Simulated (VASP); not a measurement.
# Al (P1) in VASP: relaxation of cell and atoms with PBE

Aim: the relaxation of cell and atoms of Al with PBE.

Everything below comes from runs of VASP 6.6.1. Logs are shortened: lines on timing, memory, paths and dates and some standing lists are left out, and cuts for length are marked.

## 1. The cell of the first run

The typed cell holds 8 atoms: a = 5.523 Å, b = 5.636 Å, c = 5.666 Å, α = 75.73°, β = 61.14°, γ = 59.70°.

## 2. Relaxation of cell and atoms, PBE

Contents of INCAR:

```
PREC = Accurate ; ENCUT = 600
EDIFF = 1E-7 ; ISMEAR = 0
SIGMA = 0.2 ; LREAL = False
LASPH = True ; NELM = 60
ALGO = Fast ; ISIF = 3
LWAVE = False ; LCHARG = False
GGA = PE ; IBRION = 2
NSW = 80 ; EDIFFG = -0.025
```

Contents of KPOINTS:

```
regular mesh
0
Gamma
  6 4 6
```

Contents of POSCAR:

```
Al
1.0
    5.5227692521      0.0151665407     -0.0454735190
    2.8839441744     -0.0019599529      4.8427649656
    2.7482931708     -4.9553039180     -0.0129701109
Al
8
Direct
    0.1999902927      0.0294282432      0.0117525547
    0.7543883163      0.4392925565      0.0505988276
    0.7734409799     -0.0086955362      0.4976811318
    0.2795243961      0.4936405057      0.5048550243
    0.1967288094      0.0224680520      0.5239867039
    0.7330193496      0.5573449267      0.5278269177
    0.8016182839      0.9909770314     -0.0550385864
    0.2612895720      0.4755442208     -0.0616625736
```

Potentials or basis: VASP PAW PBE potentials, release 64 (Al).

Started as:

```sh
$ cat potpaw_PBE.64/Al/POTCAR > POTCAR
$ mpirun -np 1 vasp_std > vasp.out
```

OUTCAR:

```text
PREC = Accurate
   ENCUT = 600
   EDIFF = 1E-7
   ISMEAR = 0
   LREAL = False
   LASPH = True
   NELM = 60
   ISIF = 3
   GGA = PE
   IBRION = 2
   NSW = 80
   EDIFFG = -0.025

 ion  position               nearest neighbor table
   1  0.200  0.029  0.012-   2 2.33   7 2.52   8 2.61   3 2.67   5 2.78   5 2.88   3 3.05   7 3.05
                             8 3.08   2 3.24   6 3.34
   2  0.754  0.439  0.051-   1 2.33   4 2.58   7 2.60   8 2.66   6 2.88   6 2.92   8 2.98   3 3.10
                             4 3.14   7 3.14   1 3.24   5 3.32
   3  0.773  0.991  0.498-   5 2.51   6 2.52   7 2.61   1 2.67   4 2.76   4 2.80   5 3.03   1 3.05
                             7 3.06   2 3.10   6 3.13   8 3.23
   4  0.280  0.494  0.505-   8 2.39   2 2.58   3 2.76   6 2.77   6 2.79   3 2.80   5 2.80   5 2.88
                             2 3.14   7 3.27   8 3.29
   5  0.197  0.022  0.524-   7 2.38   3 2.51   1 2.78   6 2.80   4 2.80   6 2.80   4 2.88   1 2.88
                             3 3.03   2 3.32   7 3.33   8 3.36
   6  0.733  0.557  0.528-   3 2.52   8 2.69   4 2.77   4 2.79   5 2.80   5 2.80   2 2.88   2 2.92
                             3 3.13   8 3.14   1 3.34
   7  0.802  0.991  0.945-   5 2.38   1 2.52   2 2.60   3 2.61   8 2.72   8 2.86   1 3.05   3 3.06
                             2 3.14   4 3.27   5 3.33
   8  0.261  0.476  0.938-   4 2.39   1 2.61   2 2.66   6 2.69   7 2.72   7 2.86   2 2.98   1 3.08
                             6 3.14   3 3.23   4 3.29   5 3.36

  Warning from LATTYP: Got some problem with cell dimensions!
  Tried to take original basis but could not verify dimensions!
  LATTYP: Found a triclinic cell.
 ALAT       =     6.9645738690
 B/A-ratio  =     1.4251881475
 C/A-ratio  =     0.8093021826
 COS(alpha) =     0.0006888589
 COS(beta)  =     0.6097301845
 COS(gamma) =     0.7152927062

  Lattice vectors:

 A1 = (   0.1094680931,  -4.9724304116,   4.8752683737)
 A2 = (  -0.0261829105,  -9.9257743767,   0.0195332972)
 A3 = (   2.8839441744,  -0.0019599529,   4.8427649656)

Analysis of symmetry for initial positions (statically):
=====================================================================
 Subroutine PRICEL returns:
 Original cell was already a primitive cell.

 Routine SETGRP: Setting up the symmetry group for a
 triclinic supercell.

 Subroutine GETGRP returns: Found  1 space group operations
 (whereof  1 operations were pure point group operations)
 out of a pool of  2 trial point group operations.

The static configuration has the point symmetry C_1 .

Analysis of symmetry for dynamics (positions and initial velocities):
=====================================================================
 Subroutine PRICEL returns:
 Original cell was already a primitive cell.

 Routine SETGRP: Setting up the symmetry group for a
 triclinic supercell.

 Subroutine GETGRP returns: Found  1 space group operations
 (whereof  1 operations were pure point group operations)
 out of a pool of  2 trial point group operations.

The dynamic configuration has the point symmetry C_1 .

 Subroutine INISYM returns: Found  1 space group operations
 (whereof  1 operations are pure point group operations),
 and found     1 'primitive' translations

----------------------------------------------------------------------------------------

                                     Primitive cell

  volume of cell :     133.3841

  direct lattice vectors                    reciprocal lattice vectors
     5.522769252  0.015166541 -0.045473519     0.179911950  0.100062456 -0.107099954
     2.883944174 -0.001959953  4.842764966     0.001690845  0.000399925  0.205486843
     2.748293171 -4.955303918 -0.012970111     0.000549982 -0.201497870 -0.000409073

  length of vectors
     5.522977284  5.636444833  5.666420431     0.232058624  0.205494188  0.201499035

  position of ions in fractional coordinates (direct lattice)
     0.199990293  0.029428243  0.011752555
     0.754388316  0.439292556  0.050598828
     0.773440980  0.991304464  0.497681132
     0.279524396  0.493640506  0.504855024
     0.196728809  0.022468052  0.523986704
     0.733019350  0.557344927  0.527826918
     0.801618284  0.990977031  0.944961414
     0.261289572  0.475544221  0.938337426

  ion indices of the primitive-cell ions
   primitive index   ion index
                 1           1
                 2           2
                 3           3
                 4           4
                 5           5
                 6           6
                 7           7
                 8           8

----------------------------------------------------------------------------------------

 KPOINTS: regular mesh

Automatic generation of k-mesh.
 Grid dimensions read from file:
 generate k-points for:    6    4    6

 Generating k-lattice:

  Cartesian coordinates                     Fractional coordinates (reciprocal lattice)
     0.029985325  0.016677076 -0.017849992     0.166666667  0.000000000 -0.000000000
     0.000422711  0.000099981  0.051371711     0.000000000  0.250000000 -0.000000000
     0.000091664 -0.033582978 -0.000068179     0.000000000  0.000000000  0.166666667

  Length of vectors
     0.038676437  0.051373547  0.033583173

  Shift w.r.t. Gamma in fractional coordinates (k-lattice)
     0.000000000  0.000000000  0.000000000

 Subroutine IBZKPT returns following result:
 ===========================================

 Found     76 irreducible k-points:

 Following reciprocal coordinates:
            Coordinates               Weight
  0.000000  0.000000  0.000000      1.000000
  0.166667 -0.000000  0.000000      2.000000
  0.333333  0.000000  0.000000      2.000000
  0.500000  0.000000  0.000000      1.000000
  0.000000  0.250000  0.000000      2.000000
  0.166667  0.250000  0.000000      2.000000
[... 16 lines left out ...]
  0.333333  0.250000  0.166667      2.000000
  0.500000  0.250000  0.166667      2.000000
 [... further k-points ...]
   k-points           NKPTS =     76   k-points in BZ     NKDIM =     76   number of bands    NBANDS=     17
   number of dos      NEDOS =    301   number of ions     NIONS =      8
   total plane-waves  NPLWV = 110592
   dimension x,y,z NGX =    48 NGY =   48 NGZ =   48
   dimension x,y,z NGXF=    96 NGYF=   96 NGZF=   96
   ions per type =               8
   NGX,Y,Z   is equivalent  to a cutoff of  14.45, 14.16, 14.08 a.u.
   NGXF,Y,Z  is equivalent  to a cutoff of  28.90, 28.32, 28.17 a.u.
 SYSTEM =  unknown system
   PREC   = accura    normal or accurate (medium, high low for compatibility)
   ISTART =      0    job   : 0-new  1-cont  2-samecut
   ICHARG =      2    charge: 1-file 2-atom 10-const
   ISPIN  =      1    spin polarized calculation?
   LNONCOLLINEAR =      F non collinear calculations
   LSORBIT =      F    spin-orbit coupling
   LASPH  =      T    aspherical Exc in radial PAW
   ENCUT  =  600.0 eV  44.10 Ry    6.64 a.u.  11.03 11.26 11.32*2*pi/ulx,y,z
   NELM   =     60;   NELMIN=  2; NELMDL= -5     # of ELM steps
   EDIFF  = 0.1E-06   stopping-criterion for ELM
   LREAL  =      F    real-space projection
   EDIFFG = -.3E-01   stopping-criterion for IOM
   NSW    =     80    number of steps for IOM
   IBRION =      2    ionic relax: 0-MD 1-quasi-New 2-CG
   NFREE  =      1    steps in history (QN), initial steepest desc. (CG)
   ISIF   =      3    stress and relaxation
   ISYM   =      2    0-nonsym 1-usesym 2-fastsym
   POTIM  = 0.5000    time-step for ionic-motion
   TEBEG  =    0.0;   TEEND  =   0.0 temperature during run
   PSTRESS=    0.0 pullay stress
   NELECT =      24.0000    total number of electrons
   NUPDOWN=      -1.0000    fix difference up-down
   EMIN   =  10.00;   EMAX   =-10.00  energy-range for DOS
   EFERMI =   0.00;   METHOD = LEGACY
   ISMEAR =     0;   SIGMA  =   0.20  broadening in eV -4-tet -1-fermi 0-gaus
   EFERMI_NEDOS =   21; number of points for ismear=-14 and -15
   IALGO  =     68    algorithm
   IMIX   =      4    mixing-type and parameters
     AMIX     =   0.40;   BMIX     =  1.00
     AMIX_MAG =   1.60;   BMIX_MAG =  1.00
  volume/ion in A,a.u.               =      16.67       112.52
  Fermi-wavevector in a.u.,A,eV,Ry     =   0.924224  1.746530 11.621958  0.854190
  Thomas-Fermi vector in A             =   2.049946
   LORBIT       =      0    0 simple, 1 ext, 2 COOP (PROOUT), +10 PAW based schemes
   GGA     = PE    functional components
   LHFCALC =     F    Hartree Fock is set to
   AEXX    =    0.0000 exact exchange contribution
   IVDW    =     0    specifies the selected vdW correction
   LEPSILON=     F    determine dielectric tensor
   LRPA    =     F    only Hartree local field effects (RPA)
 conjugate gradient relaxation of ions
 non-spin polarized calculation
 RMM-DIIS sequential band-by-band and
 Gauss-broadening in eV      SIGMA  =   0.20
  energy-cutoff  :      600.00
  volume of cell :      133.38
 maximum number of plane-waves:      4468
 NGX is ok and might be reduce to    48
   NGX = 23   NGY = 23   NGZ = 23

--------------------------------------- Ionic step        1  -------------------------------------------

 number of electron      24.0000000 magnetization

 Free energy of the ion-electron system (eV)
  ---------------------------------------------------
  ext. energy  EPLUGINS =         0.00000000
  ---------------------------------------------------
  free energy    TOTEN  =       -27.40627498 eV

  energy without entropy =      -27.32944532  energy(sigma->0) =      -27.36786015

------------------------ aborting loop because EDIFF is reached ----------------------------------------

  FORCE on cell =-STRESS in cart. coord.  units (eV):
  Direction    XX          YY          ZZ          XY          YZ          ZX
  --------------------------------------------------------------------------------------
  -------------------------------------------------------------------------------------
  Total        7.4886179      8.2441037      6.2560852      0.5454815     -0.2880990     -0.2573770
  in kB       89.9514390     99.0261499     75.1465595      6.5521903     -3.4605745     -3.0915496
  external PRESSURE =      88.0413828 kB  Pullay stress =       0.0000000 kB
[... 107 lines left out ...]
  FREE ENERGIE OF THE ION-ELECTRON SYSTEM (eV)
  ---------------------------------------------------
  free  energy   TOTEN  =       -28.7515218463 eV

  energy  without entropy=      -28.6743518045  energy(sigma->0) =      -28.71293683

 E-fermi :   7.1417     XC(G=0):  -9.8982

 val. band max:        7.1390318599   @ k =   0.5000   0.2500   0.0000
 cond. band min:       7.1455050530   @ k =   0.5000   0.0000   0.5000
 fundamental gap:      0.0064731931
 Fermi energy:         7.1416737442

 k-point     1 :       0.0000    0.0000    0.0000
  band No.  band energies     occupation
      1      -3.4355      2.00000
      2       1.7247      2.00000
      3       2.2936      2.00000
      4       2.3762      2.00000
      5       2.6817      2.00000
      6       3.4689      2.00000
[... 459 lines left out ...]
      6       2.3736      2.00000
[... 9 lines left out ...]
     16       9.6982      0.00000
     17       9.8448      0.00000

 [... further k-points ...]

[... ionic steps 4 to 24 ...]

--------------------------------------- Ionic step       25  -------------------------------------------

 number of electron      24.0000000 magnetization

------------------------ aborting loop because EDIFF is reached ----------------------------------------
[... 79 lines left out ...]
--------------------------------------- Ionic step       27  -------------------------------------------

 number of electron      24.0000000 magnetization

 Free energy of the ion-electron system (eV)
  ---------------------------------------------------
  ext. energy  EPLUGINS =         0.00000000
  ---------------------------------------------------
  free energy    TOTEN  =       -30.05093837 eV

  energy without entropy =      -29.99847716  energy(sigma->0) =      -30.02470777

 E-fermi :   7.9433     XC(G=0): -10.2010

 val. band max:        7.9054540681   @ k =   0.1667  -0.0000   0.3333
 cond. band min:       7.9456994819   @ k =   0.1667  -0.0000   0.3333
 fundamental gap:      0.0402454138
 Fermi energy:         7.9433074227

 k-point     1 :       0.0000    0.0000    0.0000
  band No.  band energies     occupation
      1      -3.1299      2.00000
      2       3.3431      2.00000
      3       3.4099      2.00000
      4       3.4538      2.00000
      5       3.4562      2.00000
      6       3.4650      2.00000
[... 506 lines left out ...]
  FREE ENERGIE OF THE ION-ELECTRON SYSTEM (eV)
  ---------------------------------------------------
  free  energy   TOTEN  =       -30.0509383721 eV

  energy  without entropy=      -29.9984771580  energy(sigma->0) =      -30.02470777

 reached required accuracy - stopping structural energy minimisation
```

Wall time 48 min (1 thread of AMD EPYC 9R45 (Zen 5), shared host); peak memory 0.4 GiB.

What came out:

- Free energy: -30.0509 eV
- Relaxed volume: 16.48 Å³/atom
- Relaxed cell: a = 5.724 Å, b = 5.770 Å, c = 5.725 Å, α = 59.33°, β = 59.54°, γ = 59.31°
- Space group after relaxing (to 0.1 Å): Fm-3m (No. 225)
- Energy gained by relaxing: 330.6 meV/atom
- Ionic steps: 27
- Pressure after relaxing: 0.0 GPa
- Largest force after relaxing: 0.015 eV/Å
- Band gap on the k mesh: zero (bands 12 and 13 overlap by 2.96 eV)

Forces on the atoms (eV/Å):
```
Al   0.012 -0.007  0.001
Al  -0.007 -0.012  0.006
Al  -0.001  0.006 -0.003
Al  -0.002  0.013 -0.004
Al  -0.006  0.012 -0.006
Al  -0.002  0.002  0.001
Al   0.008 -0.006  0.005
Al  -0.003 -0.008  0.000
```

Step by step:
| step | energy change (eV) | largest force (eV/Å) | pressure (GPa) | volume (Å³) |
| --- | --- | --- | --- | --- |
| 1 | 0.0000 | 3.4710 | 8.80 | 133.38 |
| 2 | -1.3406 | 0.6088 | -4.60 | 151.86 |
| 3 | -1.3452 | 0.7236 | -4.00 | 150.41 |
| 4 | -1.6536 | 0.5418 | -1.78 | 142.80 |
| 5 | -1.7637 | 0.5502 | 1.54 | 135.55 |
| 6 | -1.8638 | 0.4770 | 0.73 | 136.13 |
| 7 | -1.9377 | 0.6412 | -0.33 | 137.28 |
| 8 | -2.0450 | 0.3071 | -0.37 | 136.54 |
| 9 | -2.1231 | 0.3903 | 0.02 | 135.40 |
| 10 | -2.2639 | 0.4110 | -0.17 | 134.85 |
| 11 | -1.9574 | 1.0386 | 3.30 | 131.35 |
| 12 | -2.3091 | 0.4867 | 0.05 | 134.21 |
| 13 | -2.4062 | 0.3448 | -0.26 | 134.14 |
| 14 | -2.4225 | 0.4836 | -0.21 | 134.00 |
| 15 | -2.4927 | 0.4395 | -0.03 | 133.11 |
| 16 | -2.4997 | 0.4921 | 0.20 | 132.59 |
| 17 | -2.5787 | 0.3102 | -0.26 | 132.81 |
| 18 | -2.5820 | 0.3171 | -0.31 | 132.86 |
| 19 | -2.6261 | 0.1519 | 0.27 | 131.55 |
| 20 | -2.6276 | 0.1338 | 0.43 | 131.27 |
| 21 | -2.6373 | 0.0944 | -0.48 | 132.77 |
| 22 | -2.6375 | 0.0946 | -0.38 | 132.58 |
| 23 | -2.6429 | 0.0573 | 0.16 | 131.63 |
| 24 | -2.6429 | 0.0574 | 0.16 | 131.62 |
| 25 | -2.6443 | 0.0273 | -0.08 | 132.00 |
| 26 | -2.6444 | 0.0292 | -0.05 | 131.95 |
| 27 | -2.6447 | 0.0150 | 0.03 | 131.83 |

Final structure:
```cif
data_structure
_symmetry_space_group_name_H-M 'P 1'
_symmetry_Int_Tables_number 1
_cell_length_a 5.7239
_cell_length_b 5.7696
_cell_length_c 5.7248
_cell_angle_alpha 59.327
_cell_angle_beta 59.536
_cell_angle_gamma 59.309
_cell_volume 131.83
loop_
_atom_site_label
_atom_site_type_symbol
_atom_site_fract_x
_atom_site_fract_y
_atom_site_fract_z
_atom_site_occupancy
Al1 Al 0.24941 0.99965 0.00009 1
Al2 Al 0.75059 0.49958 0.99955 1
Al3 Al 0.74973 0.00040 0.50006 1
Al4 Al 0.25000 0.50054 0.50035 1
Al5 Al 0.24988 0.00051 0.50040 1
Al6 Al 0.75034 0.50011 0.49982 1
Al7 Al 0.74951 0.99945 0.99991 1
Al8 Al 0.25054 0.49976 0.99981 1
```

Levels at points of the mesh, in eV from the Fermi level:
| k point | band 8 | band 9 | band 10 | band 11 | band 12 | band 13 | band 14 | band 15 | band 16 | band 17 |
| --- | --- | --- | --- | --- | --- | --- | --- | --- | --- | --- |
| (0.00, 0.00, 0.00) | -4.22 | -4.22 | -2.89 | -2.89 | -2.79 | -1.58 | -1.58 | -1.43 | 5.26 | 5.35 |
| (0.50, 0.00, 0.00) | -4.92 | -0.80 | -0.79 | -0.63 | -0.63 | -0.59 | -0.59 | 3.66 | 3.66 | 3.72 |
| (0.00, 0.50, 0.00) | -4.96 | -0.91 | -0.90 | -0.58 | -0.58 | -0.58 | -0.57 | 3.49 | 3.49 | 3.63 |
| (0.50, 0.50, 0.00) | -0.84 | -0.72 | -0.71 | 0.25 | 0.25 | 1.22 | 1.22 | 1.24 | 1.24 | 1.31 |
| (0.00, 0.00, 0.50) | -4.92 | -0.80 | -0.79 | -0.64 | -0.63 | -0.59 | -0.58 | 3.64 | 3.65 | 3.72 |
| (0.50, 0.00, 0.50) | -0.84 | -0.74 | -0.74 | 0.21 | 0.21 | 1.16 | 1.16 | 1.29 | 1.29 | 1.42 |
| (0.00, 0.50, 0.50) | -0.84 | -0.72 | -0.72 | 0.25 | 0.25 | 1.22 | 1.22 | 1.24 | 1.24 | 1.31 |
| (0.50, 0.50, 0.50) | -4.91 | -0.82 | -0.82 | -0.65 | -0.65 | -0.65 | -0.65 | 3.26 | 3.26 | 3.54 |

The gap in the log of VASP goes by the Fermi energy; the results here count the filled bands.